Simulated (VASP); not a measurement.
Input of a VASP 6.6.1 run:

File INCAR:

```
PREC = Accurate
ENCUT = 520
EDIFF = 1E-6
ISMEAR = -1
SIGMA = 0.02
LREAL = F
LASPH = T
NELM = 60
ALGO = Normal
ISIF = 2
LWAVE = F
LCHARG = T
GGA = PE
LELF = T
LVHAR = T
NBANDS = 12
```

File KPOINTS:

```
Automatic mesh
0
Gamma
  10 10 10
```

File POSCAR:

```
LiF
1.0
    0.0000000000      1.9948691892      1.9948691892
    1.9948691892      0.0000000000      1.9948691892
    1.9948691892      1.9948691892      0.0000000000
Li F
1 1
Direct
    0.0000000000      0.0000000000      0.0000000000
    0.5000000000      0.5000000000      0.5000000000
```

Potentials or basis: VASP PAW PBE potentials, release 64 (Li_sv, F).

Launch:

```bash
$ cat potpaw_PBE.64/Li_sv/POTCAR potpaw_PBE.64/F/POTCAR > POTCAR
$ mpirun -np 1 vasp_std > vasp.out
```

(1) Estimate the band gap on the k mesh.

Results:

(1) 9.35 eV.
